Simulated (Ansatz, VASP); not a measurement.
## CdSe: VASP beside Ansatz

File INCAR:

```
SYSTEM = CdSe
PREC     = Accurate       ! precision mode
ENCUT    = 520            ! plane-wave cutoff, eV
EDIFF    = 1E-6           ! SCF threshold, eV
ISMEAR   = -1             ! smearing method
SIGMA    = 0.03           ! smearing width, eV
LREAL    = .False.        ! projectors in reciprocal space
LASPH    = .True.         ! aspherical terms in the spheres
NELM     = 80             ! most SCF steps
ALGO     = Normal         ! electronic algorithm
ISIF     = 2              ! what is computed and relaxed
LWAVE    = .False.        ! write WAVECAR
LCHARG   = .True.         ! write CHGCAR
LELF     = .True.         ! ELF
LVHAR    = .True.       
NBANDS   = 16             ! bands
```

KPOINTS

```
Automatic mesh
0
Gamma
  8 8 8
  0 0 0
```

POSCAR

```
CdSe
1.0
    0.0000000000      3.0702711986      3.0395684866
    3.0702711986      0.0000000000      3.0395684866
    3.0702711986      3.0702711986      0.0000000000
Cd Se
1 1
Direct
    0.0000000000      0.0000000000      0.0000000000
    0.2500000000      0.2500000000      0.2500000000
```

Input for Ansatz:

```yaml
crystal:
  lattice:
    - [0.0, 3.0702711986, 3.0395684866]
    - [3.0702711986, 0.0, 3.0395684866]
    - [3.0702711986, 3.0702711986, 0.0]
  atoms:
    - { symbol: Cd, position: [0.0, 0.0, 0.0] }
    - { symbol: Se, position: [0.25, 0.25, 0.25] }
kpoints:
  mp_grid: { grid: [8, 8, 8] }
  band_path:
    path:
      - [0.0, 0.0, 0.0]
      - [0.0, 0.5, 0.5]
      - [0.25, 0.75, 0.5]
      - [0.0, 0.5, 0.0]
      - [0.0, 0.0, 0.0]
      - [0.5, 0.5, 0.0]
      - [0.3775380063, 0.6224619937, 0.0]
      - [-0.3775380063, 0.3775380063, 0.0]
      - [0.0, 0.0, 0.0]
    npoints: 5
scf:
  occupations: { method: fermi_dirac, width: 0.03 }
hamiltonian:
  xc: lda
  pseudopotentials: { kind: all_electron, lapw: { basis_error: 0.001 } }
output:
  forces: true
  stress: true
  eigenvalues: true
```

Change from the starting cell: zz strain of -1 %.

Alike in both runs: task single point; functional LDA; k mesh 8 × 8 × 8; occupations fermi-dirac, width 0.03 eV; no spin polarisation.

```csv
,VASP,Ansatz
version,VASP 6.6.1,Ansatz 0.2.0
potentials or method,"VASP PAW LDA potentials, release 64 (Cd, Se), cutoff 520 eV","all-electron LAPW, scalar-relativistic"
```

```csv
,VASP,Ansatz,Ansatz less VASP
pressure (GPa),-2.4,-2.8,-0.37
"traceless stress, the component that is largest in VASP (GPa)",0.14,0.14,+0.003
```

LDA's correlation is that of Perdew and Zunger in VASP and of Perdew and Wang (1992) in Ansatz. Ansatz ran all-electron here, and VASP with PAW potentials.
